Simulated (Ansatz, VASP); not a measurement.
Two plane-wave programs on Li4LuBi2Cl

The input POSCAR:

```
Li4LuBi2Cl
1.0
    3.9762210000      0.0000000000      0.0000000000
    0.0000000000      3.9762210000      0.0000000000
    0.0000000000      0.0000000000      9.2104550000
Cl Lu Li Bi
1 1 4 2
Direct
    0.0000000000      0.0000000000      0.5000000000
    0.0000000000      0.0000000000      0.0000000000
    0.5000000000      0.0000000000      0.8480000000
    0.0000000000      0.5000000000      0.8480000000
    0.5000000000      0.0000000000      0.1520000000
    0.0000000000      0.5000000000      0.1520000000
    0.5000000000      0.5000000000      0.7193000000
    0.5000000000      0.5000000000      0.2807000000
```

INCAR.step1

```
ALGO = Normal ; EDIFF = 1E-4
ENCUT = 520 ; GGA = PE
ISMEAR = -1 ; LASPH = True
LCHARG = False ; LREAL = False
LWAVE = True ; NBANDS = 47
NELM = 80 ; PREC = Accurate
SIGMA = 0.1
```

File INCAR.step2:

```
ALGO = Normal ; EDIFF = 1E-6
ENCUT = 520 ; ISIF = 2
ISMEAR = -1 ; ISTART = 1
LASPH = True ; LCHARG = True
LELF = True ; LMIXTAU = True
LREAL = False ; LVHAR = True
LWAVE = False ; METAGGA = R2SCAN
NBANDS = 47 ; NELM = 80
PREC = Accurate ; SIGMA = 0.1
```

KPOINTS

```
k-points
0
Gamma
  5 5 2
```

Input for Ansatz:

```yaml
crystal:
  lattice:
    - [3.976221, 0.0, 0.0]
    - [0.0, 3.976221, 0.0]
    - [0.0, 0.0, 9.210455]
  atoms:
    - { symbol: Cl, position: [0.0, 0.0, 0.5] }
    - { symbol: Lu, position: [0.0, 0.0, 0.0] }
    - { symbol: Li, position: [0.5, 0.0, 0.848] }
    - { symbol: Li, position: [0.0, 0.5, 0.848] }
    - { symbol: Li, position: [0.5, 0.0, 0.152] }
    - { symbol: Li, position: [0.0, 0.5, 0.152] }
    - { symbol: Bi, position: [0.5, 0.5, 0.7193] }
    - { symbol: Bi, position: [0.5, 0.5, 0.2807] }
  symmetry: { tolerance: 0.0003 }
kpoints:
  mp_grid: { grid: [5, 5, 2], shift: [0, 0, 0] }
magnetization:
  spin_polarized: false
scf:
  occupations: { method: fermi_dirac }
  lower_state_search: light
hamiltonian:
  pseudopotentials: { kind: paw }
  xc: r2scan
basis:
  ecutwfc: 500
output:
  forces: true
  stress: true
  eigenvalues: true
  write_density: true
  write_potential: true
  elf: true
  volumetric_format: npy
```

Alike in both runs: task single point; functional r2SCAN; k mesh 5 × 5 × 2; no spin polarisation.

|  | VASP | Ansatz |
| --- | --- | --- |
| version | VASP 6.6.1 | Ansatz 0.2.0 |
| potentials or method | VASP PAW PBE potentials, release 64 (Cl, Lu, Li_sv, Bi_d), cutoff 520 eV | PAW plane waves |
| occupations | fermi-dirac, width 0.1 eV | fermi-dirac |
| valence electrons in the cell | 74 | 74 |

Ansatz gave:

```
gap on the k mesh at the Fermi level (eV) : none
rms of the force components (eV/Å)        : 0.698
```

Problem. What did VASP give for the same quantities?

Solution. gap on the k mesh at the Fermi level (eV): none; rms of the force components (eV/Å): 0.710.

VASP's potentials were made for PBE, not for r2SCAN. Atom by atom the forces differ by 0.012 eV/Å (rms over components). A gap of «none» marks a metal or a gap that the smearing closes.

Spin-orbit coupling is off throughout. Noted on VASP's run: the cutoff is short for stress, so the pressure is rough.
